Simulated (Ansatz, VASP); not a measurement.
## CaPdC6N6: VASP beside Ansatz

The input INCAR:

```
SYSTEM = CaPdC6N6
PREC     = Accurate       ! precision mode
ENCUT    = 600            ! plane-wave cutoff, eV
EDIFF    = 1E-6           ! SCF threshold, eV
ISMEAR   = 0              ! smearing method
SIGMA    = 0.02           ! smearing width, eV
LREAL    = .FALSE.        ! projectors in reciprocal space
LASPH    = .TRUE.         ! aspherical terms in the spheres
NELM     = 80             ! most SCF steps
ALGO     = Normal         ! electronic algorithm
ISIF     = 3              ! what is computed and relaxed
LWAVE    = .FALSE.        ! write WAVECAR
LCHARG   = .FALSE.        ! write CHGCAR
GGA      = PE             ! functional
IBRION   = 2              ! ionic algorithm
NSW      = 100            ! ionic steps
EDIFFG   = -0.01          ! ionic threshold
```

KPOINTS

```
regular mesh
0
G
  4 4 4
  0 0 0
```

The input POSCAR:

```
CaPdC6N6
1.0
    0.0000000000      5.7469724643      5.7469724643
    5.7469724643      0.0000000000      5.7469724643
    5.7469724643      5.7469724643      0.0000000000
Ca Pd C N
1 1 6 6
Direct
    0.0000000000      0.0000000000      0.0000000000
    0.5000000000      0.5000000000      0.5000000000
    0.7740780366      0.2259219634      0.2259219634
    0.2259219634      0.7740780366      0.2259219634
    0.2259219634      0.2259219634      0.7740780366
    0.2259219634      0.7740780366      0.7740780366
    0.7740780366      0.2259219634      0.7740780366
    0.7740780366      0.7740780366      0.2259219634
    0.6724113436      0.3275886564      0.3275886564
    0.3275886564      0.6724113436      0.3275886564
    0.3275886564      0.3275886564      0.6724113436
    0.3275886564      0.6724113436      0.6724113436
    0.6724113436      0.3275886564      0.6724113436
    0.6724113436      0.6724113436      0.3275886564
```

Input for Ansatz:

```yaml
crystal:
  lattice:
    - [0.0, 5.7469724643, 5.7469724643]
    - [5.7469724643, 0.0, 5.7469724643]
    - [5.7469724643, 5.7469724643, 0.0]
  atoms:
    - { symbol: Ca, position: [0.0, 0.0, 0.0] }
    - { symbol: Pd, position: [0.5, 0.5, 0.5] }
    - { symbol: C, position: [0.7740780366, 0.2259219634, 0.2259219634] }
    - { symbol: C, position: [0.2259219634, 0.7740780366, 0.2259219634] }
    - { symbol: C, position: [0.2259219634, 0.2259219634, 0.7740780366] }
    - { symbol: C, position: [0.2259219634, 0.7740780366, 0.7740780366] }
    - { symbol: C, position: [0.7740780366, 0.2259219634, 0.7740780366] }
    - { symbol: C, position: [0.7740780366, 0.7740780366, 0.2259219634] }
    - { symbol: "N", position: [0.6724113436, 0.3275886564, 0.3275886564] }
    - { symbol: "N", position: [0.3275886564, 0.6724113436, 0.3275886564] }
    - { symbol: "N", position: [0.3275886564, 0.3275886564, 0.6724113436] }
    - { symbol: "N", position: [0.3275886564, 0.6724113436, 0.6724113436] }
    - { symbol: "N", position: [0.6724113436, 0.3275886564, 0.6724113436] }
    - { symbol: "N", position: [0.6724113436, 0.6724113436, 0.3275886564] }
basis:
  ecutwfc: 420
kpoints:
  mp_grid: { grid: [4, 4, 4] }
hamiltonian:
  xc: pbe
scf:
  occupations: { method: gaussian, width: 0.02 }
output:
  forces: true
  stress: true
  eigenvalues: true
relax:
  adjacent_minimum: "off"
  f_tol: 0.01
  max_steps: 80
  cell: { stress_tol: 0.05 }
```

Alike in both runs: task relaxation of cell and atoms; functional PBE; k mesh 4 × 4 × 4; occupations gaussian, width 0.02 eV; no spin polarisation.

|  | VASP | Ansatz |
| --- | --- | --- |
| version | VASP 6.6.1 | Ansatz 0.2.0 |
| potentials or method | VASP PAW PBE potentials, release 64 (Ca_sv, Pd, C, N), cutoff 600 eV | scalar-relativistic, plane waves, PAW |
| valence electrons in the cell | 74 | 82 |

|  | VASP | Ansatz | Ansatz less VASP |
| --- | --- | --- | --- |
| gap on the k mesh at the Fermi level, each at its own relaxed structure (eV) | 3.01 | 3.02 | +0.006 |
| relaxed volume (Å³/atom) | 27.10 | 27.16 | +0.063 |
| relaxed length of the cell vector where the two differ most in proportion (Å) | 8.126 | 8.132 | +0.0063 |

VASP's potentials hold 74 valence electrons a cell and Ansatz's 82, so a difference there can come from the potentials and not from the codes.

Noted on VASP's run: the standard files for N, O and F lose accuracy on very short bonds.
